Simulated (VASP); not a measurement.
Runs of VASP 6.6.1 on CaO. The structure is that of space group P3_212 (No. 153), or close to it. The cells are those of the table. 

```tsv
task	cell	k mesh	cutoff (eV)	smearing	gap on the mesh (eV)	pressure (GPa)	largest force (eV/Å)
single point	a = 3.916, b = 3.916, c = 6.401 Å, angles 90.0, 90.0, 120.0°, 6 atoms	6 × 6 × 4	520	gaussian 0.1 eV	2.42	(b)	(a)
single point	a = 3.836, b = 3.836, c = 8.105 Å, angles 90.0, 90.0, 120.0°, 6 atoms	6 × 6 × 4	520	gaussian 0.1 eV	2.18	0.6	0.03
single point	a = 3.835, b = 3.835, c = 8.147 Å, angles 90.0, 90.0, 120.0°, 6 atoms	12 × 12 × 4	520	gaussian 0.02 eV	2.17	(c)	0.02
relaxation of cell and atoms	relaxed from a = 3.916, b = 3.916, c = 6.401 Å, angles 90.0, 90.0, 120.0°, 6 atoms	6 × 6 × 4	600	gaussian 0.1 eV	2.21	-0.2	0.02
```

Alike in all rows: level PBE; potentials or basis VASP PAW PBE potentials, release 64 (Ca_sv, O); no spin polarisation.

Q: Fill in the values left out.

A: (a) 0.19; (b) 10.1; (c) 0.5.

A k mesh can miss the band edges.
